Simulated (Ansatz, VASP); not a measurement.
**Two plane-wave programs on ZnPtC6N6**

```
CELL_PARAMETERS angstrom
0.00000 5.37538 5.37538
5.37538 0.00000 5.37538
5.37538 5.37538 0.00000
ATOMIC_POSITIONS crystal
Zn 0.00000 0.00000 0.00000
Pt 0.50000 0.50000 0.50000
C 0.79331 0.20669 0.20669
C 0.20669 0.79331 0.20669
C 0.20669 0.20669 0.79331
C 0.20669 0.79331 0.79331
C 0.79331 0.20669 0.79331
C 0.79331 0.79331 0.20669
N 0.68475 0.31525 0.31525
N 0.31525 0.68475 0.31525
N 0.31525 0.31525 0.68475
N 0.31525 0.68475 0.68475
N 0.68475 0.31525 0.68475
N 0.68475 0.68475 0.31525
```

Alike in both runs: functional PBE; k mesh 4 × 4 × 4; occupations gaussian, width 0.02 eV; no spin polarisation.

Ansatz relaxed the structure, and its values are those at the end. VASP's run is a single point on that final structure, the one shown.

```csv
,VASP,Ansatz
version,VASP 6.6.1,Ansatz 0.2.0
potentials or method,"VASP PAW PBE potentials, release 64 (Zn, Pt, C, N), cutoff 520 eV","scalar-relativistic, plane waves, PAW"
valence electrons in the cell,76,84
```

VASP gave:

* gap on the k mesh at the Fermi level (eV): 2.76
* least direct gap on the mesh (eV): 2.89
* pressure (GPa): 0.4
* rms of the force components (eV/Å): 0.205

Question: Which values does Ansatz return?

Answer: gap on the k mesh at the Fermi level (eV): 2.79; least direct gap on the mesh (eV): 2.93; pressure (GPa): 0.0; rms of the force components (eV/Å): 0.002.

One of these differences is far larger than is usual between the two programs; its cause wasn't traced. VASP's potentials hold 76 valence electrons a cell and Ansatz's 84, so a difference there can come from the potentials and not from the codes. Ansatz's warnings: xc potential rough in thin density.

Neither program's run includes spin-orbit coupling. Noted on VASP's run: the standard files for N, O and F lose accuracy on very short bonds.
